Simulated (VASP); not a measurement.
# TiO2 (fluorite type) (Fm-3m) in VASP: notebook

TiO2 (fluorite type) is run at these levels: PBE; tasks: single point, relaxation of cell and atoms.

Everything below comes from runs of VASP 6.6.1. Logs are shortened: lines on timing, memory, paths and dates and some standing lists are left out, and cuts for length are marked.

## Step 1: The cell of the first run

It takes space group Fm-3m (No. 225, cubic). The conventional cell has a = 4.830 Å, b = 4.830 Å, c = 4.830 Å, α = 90.00°, β = 90.00°, γ = 90.00°. Within 2.8 Å of Ti (site symmetry m-3m) lie 8 O at 2.09 Å. Within 2.8 Å of O (site symmetry -43m) lie 4 Ti at 2.09 Å and 6 O at 2.41 Å.

## Step 2: Single point, PBE

Input file INCAR:

```
PREC     = Accurate       # precision mode
ENCUT    = 520            # plane-wave cutoff, eV
EDIFF    = 1E-6           # SCF threshold, eV
ISMEAR   = -1             # smearing method
SIGMA    = 0.05           # smearing width, eV
LREAL    = False          # projectors in reciprocal space
LASPH    = True           # aspherical terms in the spheres
NELM     = 60             # most SCF steps
ALGO     = Normal         # electronic algorithm
ISIF     = 2              # what is computed and relaxed
LWAVE    = False          # write WAVECAR
LCHARG   = False          # write CHGCAR
GGA      = PE             # functional
NBANDS   = 19             # bands
```

Input file KPOINTS:

```
regular mesh
0
Gamma
  11 11 11
```

Input file POSCAR:

```
TiO2
1.0
    0.0000000000      2.4149992214      2.4149992214
    2.4149992214      0.0000000000      2.4149992214
    2.4149992214      2.4149992214      0.0000000000
Ti O
1 2
Direct
    0.0000000000      0.0000000000      0.0000000000
    0.2500000000      0.2500000000      0.2500000000
    0.7500000000      0.7500000000      0.7500000000
```

Potentials or basis: VASP PAW PBE potentials, release 64 (Ti_sv, O).

Command:

```bash
cat potpaw_PBE.64/Ti_sv/POTCAR potpaw_PBE.64/O/POTCAR > POTCAR
mpirun -np 1 vasp_std > vasp.out
```

OUTCAR:

```text
PREC = Accurate
   ENCUT = 520
   EDIFF = 1E-6
   ISMEAR = -1
   LREAL = False
   LASPH = True
   NELM = 60
   ISIF = 2
   GGA = PE

 ion  position               nearest neighbor table
   1  0.000  0.000  0.000-   3 2.09   3 2.09   3 2.09   2 2.09   3 2.09   2 2.09   2 2.09   2 2.09

   2  0.250  0.250  0.250-   1 2.09   1 2.09   1 2.09   1 2.09
   3  0.750  0.750  0.750-   1 2.09   1 2.09   1 2.09   1 2.09

  LATTYP: Found a face centered cubic cell.
 ALAT       =     4.8299984428

  Lattice vectors:

 A1 = (   0.0000000000,   2.4149992214,   2.4149992214)
 A2 = (   2.4149992214,   0.0000000000,   2.4149992214)
 A3 = (   2.4149992214,   2.4149992214,   0.0000000000)

Analysis of symmetry for initial positions (statically):
=====================================================================
 Subroutine PRICEL returns:
 Original cell was already a primitive cell.

 Routine SETGRP: Setting up the symmetry group for a
 face centered cubic supercell.

 Subroutine GETGRP returns: Found 48 space group operations
 (whereof 48 operations were pure point group operations)
 out of a pool of 48 trial point group operations.

The static configuration has the point symmetry O_h .

Analysis of symmetry for dynamics (positions and initial velocities):
=====================================================================
 Subroutine PRICEL returns:
 Original cell was already a primitive cell.

 Routine SETGRP: Setting up the symmetry group for a
 face centered cubic supercell.

 Subroutine GETGRP returns: Found 48 space group operations
 (whereof 48 operations were pure point group operations)
 out of a pool of 48 trial point group operations.

The dynamic configuration has the point symmetry O_h .

 Subroutine INISYM returns: Found 48 space group operations
 (whereof 48 operations are pure point group operations),
 and found     1 'primitive' translations

----------------------------------------------------------------------------------------

                                     Primitive cell

  volume of cell :      28.1696

  direct lattice vectors                    reciprocal lattice vectors
     0.000000000  2.414999221  2.414999221    -0.207039404  0.207039404  0.207039404
     2.414999221  0.000000000  2.414999221     0.207039404 -0.207039404  0.207039404
     2.414999221  2.414999221  0.000000000     0.207039404  0.207039404 -0.207039404

  length of vectors
     3.415324652  3.415324652  3.415324652     0.358602767  0.358602767  0.358602767

  position of ions in fractional coordinates (direct lattice)
     0.000000000  0.000000000  0.000000000
     0.250000000  0.250000000  0.250000000
     0.750000000  0.750000000  0.750000000

  ion indices of the primitive-cell ions
   primitive index   ion index
                 1           1
                 2           2
                 3           3

----------------------------------------------------------------------------------------

 KPOINTS: regular mesh

Automatic generation of k-mesh.
 Grid dimensions read from file:
 generate k-points for:   11   11   11

 Generating k-lattice:

  Cartesian coordinates                     Fractional coordinates (reciprocal lattice)
    -0.018821764  0.018821764  0.018821764     0.090909091  0.000000000  0.000000000
     0.018821764 -0.018821764  0.018821764     0.000000000  0.090909091  0.000000000
     0.018821764  0.018821764 -0.018821764     0.000000000  0.000000000  0.090909091

  Length of vectors
     0.032600252  0.032600252  0.032600252

  Shift w.r.t. Gamma in fractional coordinates (k-lattice)
     0.000000000  0.000000000  0.000000000

 Subroutine IBZKPT returns following result:
 ===========================================

 Found     56 irreducible k-points:

 Following reciprocal coordinates:
            Coordinates               Weight
  0.000000  0.000000  0.000000      1.000000
  0.090909  0.000000  0.000000      8.000000
  0.181818  0.000000  0.000000      8.000000
  0.272727  0.000000  0.000000      8.000000
  0.363636  0.000000  0.000000      8.000000
  0.454545  0.000000  0.000000      8.000000
[... 16 lines left out ...]
 -0.272727  0.181818  0.000000     24.000000
 -0.181818  0.181818  0.000000     12.000000
 [... further k-points ...]
   k-points           NKPTS =     56   k-points in BZ     NKDIM =     56   number of bands    NBANDS=     19
   number of dos      NEDOS =    301   number of ions     NIONS =      3
   total plane-waves  NPLWV =  21952
   dimension x,y,z NGX =    28 NGY =   28 NGZ =   28
   dimension x,y,z NGXF=    56 NGYF=   56 NGZF=   56
   ions per type =               1   2
   NGX,Y,Z   is equivalent  to a cutoff of  13.63, 13.63, 13.63 a.u.
   NGXF,Y,Z  is equivalent  to a cutoff of  27.26, 27.26, 27.26 a.u.
 SYSTEM =  unknown system
   PREC   = accura    normal or accurate (medium, high low for compatibility)
   ISTART =      0    job   : 0-new  1-cont  2-samecut
   ICHARG =      2    charge: 1-file 2-atom 10-const
   ISPIN  =      1    spin polarized calculation?
   LNONCOLLINEAR =      F non collinear calculations
   LSORBIT =      F    spin-orbit coupling
   LASPH  =      T    aspherical Exc in radial PAW
   ENCUT  =  520.0 eV  38.22 Ry    6.18 a.u.   6.35  6.35  6.35*2*pi/ulx,y,z
   NELM   =     60;   NELMIN=  2; NELMDL= -5     # of ELM steps
   EDIFF  = 0.1E-05   stopping-criterion for ELM
   LREAL  =      F    real-space projection
   EDIFFG = 0.1E-04   stopping-criterion for IOM
   NSW    =      0    number of steps for IOM
   IBRION =     -1    ionic relax: 0-MD 1-quasi-New 2-CG
   NFREE  =      0    steps in history (QN), initial steepest desc. (CG)
   ISIF   =      2    stress and relaxation
   ISYM   =      2    0-nonsym 1-usesym 2-fastsym
   POTIM  = 0.5000    time-step for ionic-motion
   TEBEG  =    0.0;   TEEND  =   0.0 temperature during run
   PSTRESS=    0.0 pullay stress
   NELECT =      24.0000    total number of electrons
   NUPDOWN=      -1.0000    fix difference up-down
   EMIN   =  10.00;   EMAX   =-10.00  energy-range for DOS
   EFERMI =   0.00;   METHOD = LEGACY
   ISMEAR =    -1;   SIGMA  =   0.05  broadening in eV -4-tet -1-fermi 0-gaus
   EFERMI_NEDOS =   21; number of points for ismear=-14 and -15
   IALGO  =     38    algorithm
   IMIX   =      4    mixing-type and parameters
     AMIX     =   0.40;   BMIX     =  1.00
     AMIX_MAG =   1.60;   BMIX_MAG =  1.00
  volume/ion in A,a.u.               =       9.39        63.37
  Fermi-wavevector in a.u.,A,eV,Ry     =   1.551976  2.932809 32.771381  2.408629
  Thomas-Fermi vector in A             =   2.656418
   LORBIT       =      0    0 simple, 1 ext, 2 COOP (PROOUT), +10 PAW based schemes
   GGA     = PE    functional components
   LHFCALC =     F    Hartree Fock is set to
   AEXX    =    0.0000 exact exchange contribution
   IVDW    =     0    specifies the selected vdW correction
   LEPSILON=     F    determine dielectric tensor
   LRPA    =     F    only Hartree local field effects (RPA)
 non-spin polarized calculation
  energy-cutoff  :      520.00
  volume of cell :       28.17
 maximum number of plane-waves:       770
 NGX is ok and might be reduce to    28
   NGX = 13   NGY = 13   NGZ = 13

 number of electron      23.9999995 magnetization

 Free energy of the ion-electron system (eV)
  ---------------------------------------------------
  ext. energy  EPLUGINS =         0.00000000
  ---------------------------------------------------
  free energy    TOTEN  =       -26.03293197 eV

  energy without entropy =      -26.03293178  energy(sigma->0) =      -26.03293187

 E-fermi :   7.6612     XC(G=0): -12.1169

 val. band max:        7.0659103051   @ k =  -0.4545   0.4545   0.0000
 cond. band min:       8.2139500911   @ k =   0.0000   0.0000   0.0000
 fundamental gap:      1.1480397860
 Fermi energy:         7.6612415999

 k-point     1 :       0.0000    0.0000    0.0000
  band No.  band energies     occupation
      1     -50.6986      2.00000
      2     -26.7840      2.00000
      3     -26.7840      2.00000
      4     -26.7840      2.00000
      5     -12.4537      2.00000
      6      -8.7592      2.00000
[... 11 lines left out ...]
     18      14.6086      0.00000
     19      21.1904      0.00000

 k-point     2 :       0.0909    0.0000    0.0000
  band No.  band energies     occupation
      1     -50.6970      2.00000
      2     -26.8028      2.00000
      3     -26.7862      2.00000
      4     -26.7862      2.00000
      5     -12.3578      2.00000
      6      -8.8724      2.00000
[... 11 lines left out ...]
     18      14.9045      0.00000
     19      21.1051      0.00000

 k-point     3 :       0.1818    0.0000    0.0000
  band No.  band energies     occupation
      1     -50.6926      2.00000
      2     -26.8529      2.00000
      3     -26.7921      2.00000
      4     -26.7921      2.00000
      5     -12.0914      2.00000
      6      -9.1654      2.00000
[... 11 lines left out ...]
     18      15.6925      0.00000
     19      20.9263      0.00000

 k-point     4 :       0.2727    0.0000    0.0000
  band No.  band energies     occupation
      1     -50.6868      2.00000
      2     -26.9173      2.00000
      3     -26.7999      2.00000
      4     -26.7999      2.00000
      5     -11.7109      2.00000
      6      -9.5386      2.00000
[... 11 lines left out ...]
     18      16.5857      0.00000
     19      20.8453      0.00000

 k-point     5 :       0.3636    0.0000    0.0000
  band No.  band energies     occupation
      1     -50.6815      2.00000
      2     -26.9755      2.00000
      3     -26.8071      2.00000
      4     -26.8071      2.00000
      5     -11.2998      2.00000
      6      -9.9062      2.00000
[... 11 lines left out ...]
     18      17.1224      0.00000
     19      21.0722      0.00000

 k-point     6 :       0.4545    0.0000    0.0000
  band No.  band energies     occupation
      1     -50.6783      2.00000
      2     -27.0096      2.00000
      3     -26.8113      2.00000
      4     -26.8113      2.00000
      5     -10.9727      2.00000
      6     -10.1916      2.00000
[... 11 lines left out ...]
     18      17.2453      0.00000
     19      21.4332      0.00000

 k-point     7 :       0.0909    0.0909    0.0000
  band No.  band energies     occupation
      1     -50.6964      2.00000
      2     -26.8041      2.00000
      3     -26.7894      2.00000
      4     -26.7894      2.00000
      5     -12.3259      2.00000
      6      -8.9081      2.00000
[... 11 lines left out ...]
     18      14.9691      0.00000
     19      20.9717      0.00000

 k-point     8 :       0.1818    0.0909    0.0000
  band No.  band energies     occupation
      1     -50.6929      2.00000
      2     -26.8413      2.00000
      3     -26.7962      2.00000
      4     -26.7944      2.00000
      5     -12.1160      2.00000
      6      -9.1345      2.00000
[... 256 lines left out ...]
 k-point    20 :       0.4545    0.1818    0.0000
  band No.  band energies     occupation
      1     -50.6771      2.00000
      2     -26.9793      2.00000
      3     -26.8460      2.00000
      4     -26.8241      2.00000
      5     -10.9674      2.00000
      6     -10.1085      2.00000
[... 11 lines left out ...]
     18      17.6345      0.00000
     19      21.4142      0.00000

 k-point    21 :      -0.4545    0.1818    0.0000
  band No.  band energies     occupation
      1     -50.6753      2.00000
      2     -26.9914      2.00000
      3     -26.8595      2.00000
      4     -26.8224      2.00000
      5     -10.7375      2.00000
      6     -10.3018      2.00000
[... 11 lines left out ...]
     18      17.8056      0.00000
     19      21.7610      0.00000

 k-point    22 :      -0.3636    0.1818    0.0000
  band No.  band energies     occupation
      1     -50.6764      2.00000
      2     -26.9794      2.00000
      3     -26.8637      2.00000
      4     -26.8162      2.00000
      5     -10.8751      2.00000
      6     -10.1924      2.00000
[... 11 lines left out ...]
     18      17.7730      0.00000
     19      21.6900      0.00000

 k-point    23 :      -0.2727    0.1818    0.0000
  band No.  band energies     occupation
      1     -50.6799      2.00000
      2     -26.9492      2.00000
      3     -26.8548      2.00000
      4     -26.8074      2.00000
      5     -11.2133      2.00000
      6      -9.9284      2.00000
[... 11 lines left out ...]
     18      17.4760      0.00000
     19      21.3340      0.00000

 k-point    24 :      -0.1818    0.1818    0.0000
  band No.  band energies     occupation
      1     -50.6848      2.00000
      2     -26.9124      2.00000
      3     -26.8332      2.00000
      4     -26.7988      2.00000
      5     -11.5841      2.00000
      6      -9.6310      2.00000
[... 11 lines left out ...]
     18      16.8573      0.00000
     19      21.0405      0.00000

 [... further k-points ...]

------------------------ aborting loop because EDIFF is reached ----------------------------------------

  FORCE on cell =-STRESS in cart. coord.  units (eV):
  Direction    XX          YY          ZZ          XY          YZ          ZX
  --------------------------------------------------------------------------------------
  -------------------------------------------------------------------------------------
  Total        0.1395669      0.1395669      0.1395669      0.0000000     -0.0000000     -0.0000000
  in kB        7.9380149      7.9380149      7.9380149      0.0000000     -0.0000000     -0.0000000
  external PRESSURE =       7.9380149 kB  Pullay stress =       0.0000000 kB

 VOLUME and BASIS-vectors are now :
 -----------------------------------------------------------------------------
  energy-cutoff  :      520.00
  volume of cell :       28.17
      direct lattice vectors                 reciprocal lattice vectors
     0.000000000  2.414999221  2.414999221    -0.207039404  0.207039404  0.207039404
     2.414999221  0.000000000  2.414999221     0.207039404 -0.207039404  0.207039404
     2.414999221  2.414999221  0.000000000     0.207039404  0.207039404 -0.207039404

 POSITION                                       TOTAL-FORCE (eV/Angst)
 -----------------------------------------------------------------------------------
      0.00000      0.00000      0.00000         0.000000      0.000000      0.000000
      1.20750      1.20750      1.20750        -0.000000     -0.000000      0.000000
      3.62250      3.62250      3.62250         0.000000     -0.000000     -0.000000
 -----------------------------------------------------------------------------------
    total drift:                                0.000000     -0.000000      0.000000

  FREE ENERGIE OF THE ION-ELECTRON SYSTEM (eV)
  ---------------------------------------------------
  free  energy   TOTEN  =       -26.0329319683 eV

  energy  without entropy=      -26.0329317783  energy(sigma->0) =      -26.03293187
```

Run time: 76 s. Hardware: 1 thread of Intel Xeon 8259CL, shared host; peak memory 0.17 GiB.

Results:

| Property | Result |
| --- | --- |
| Free energy | -26.0329 eV |
| Pressure | 0.8 GPa |
| Band gap on the k mesh | 1.15 eV (least direct gap 1.84 eV) |

Levels at points of the mesh, in eV from the valence-band top:
```tsv
k point	band 10	band 11	band 12	band 13	band 14	band 15
(0.00, 0.00, 0.00)	-0.81	-0.81	-0.81	1.15	1.15	5.25
```

Caveat: an odd mesh through Γ misses points on the zone boundary, where band edges can lie.

## Step 3: Relaxation of cell and atoms, PBE

This run uses another cell than the first one, of 11.12 Å³/atom.

Input file INCAR:

```
PREC     = Accurate       # precision mode
ENCUT    = 600            # plane-wave cutoff, eV
EDIFF    = 1E-6           # SCF threshold, eV
ISMEAR   = -1             # smearing method
SIGMA    = 0.05           # smearing width, eV
LREAL    = False          # projectors in reciprocal space
LASPH    = True           # aspherical terms in the spheres
NELM     = 60             # most SCF steps
ALGO     = Normal         # electronic algorithm
ISIF     = 3              # what is computed and relaxed
LWAVE    = False          # write WAVECAR
LCHARG   = False          # write CHGCAR
GGA      = PE             # functional
IBRION   = 2              # ionic algorithm
NSW      = 100            # ionic steps
EDIFFG   = -0.005         # ionic threshold
```

Input file KPOINTS:

```
Automatic mesh
0
Gamma
  11 11 11
```

Input file POSCAR:

```
TiO2
1.0
    0.0000000000      2.5553258337      2.5553258337
    2.5553258337      0.0000000000      2.5553258337
    2.5553258337      2.5553258337      0.0000000000
Ti O
1 2
Direct
    0.0000000000      0.0000000000      0.0000000000
    0.2500000000      0.2500000000      0.2500000000
    0.7500000000      0.7500000000      0.7500000000
```

Potentials or basis: VASP PAW PBE potentials, release 64 (Ti_sv, O).

Command:

```bash
cat potpaw_PBE.64/Ti_sv/POTCAR potpaw_PBE.64/O/POTCAR > POTCAR
mpirun -np 1 vasp_std > vasp.out
```

It took 6.6 min on 1 thread of Intel Xeon 8259CL, shared host; peak memory 0.2 GiB.

Results (log left out):

```yaml
Free_energy: -26.0551 eV
Relaxed_volume: 9.41 Å³/atom
Relaxed_cell: a = 3.417 Å, b = 3.417 Å, c = 3.417 Å, α = 60.00°, β = 60.00°, γ = 60.00°
Space_group_after_relaxing_to_0.1_Å: Fm-3m (No. 225)
Energy_gained_by_relaxing: 180.5 meV/atom
Ionic_steps: 7
Pressure_after_relaxing: 0.0 GPa
Band_gap_on_the_k_mesh: 1.15 eV (least direct gap 1.84 eV)
```

Step by step:
```
step  energy change (eV)  largest force (eV/Å)  pressure (GPa)  volume (Å³)
   1              0.0000                0.0000          -29.04        33.37
   2             -0.0673                0.0000           46.79        24.55
   3             -0.5413                0.0000           -0.92        28.33
   4             -0.5416                0.0000           -0.10        28.23
   5             -0.5414                0.0000            0.77        28.13
   6             -0.5414                0.0000           -0.72        28.30
   7             -0.5416                0.0000            0.01        28.22
```

Final structure:
```cif
data_structure
_symmetry_space_group_name_H-M 'P 1'
_symmetry_Int_Tables_number 1
_cell_length_a 3.4173
_cell_length_b 3.4173
_cell_length_c 3.4173
_cell_angle_alpha 60.000
_cell_angle_beta 60.000
_cell_angle_gamma 60.000
_cell_volume 28.22
loop_
_atom_site_label
_atom_site_type_symbol
_atom_site_fract_x
_atom_site_fract_y
_atom_site_fract_z
_atom_site_occupancy
Ti1 Ti 0.00000 0.00000 0.00000 1
O1 O 0.25000 0.25000 0.25000 1
O2 O 0.75000 0.75000 0.75000 1
```

Levels at points of the mesh, in eV from the valence-band top:
```tsv
k point	band 8	band 9	band 10	band 11	band 12	band 13	band 14	band 15	band 16
(0.00, 0.00, 0.00)	-5.82	-5.82	-0.81	-0.81	-0.81	1.15	1.15	5.24	5.24
```

Caveat: the volume moved by over 15 % at a fixed basis, so the end points are rough; an odd mesh through Γ misses points on the zone boundary, where band edges can lie.
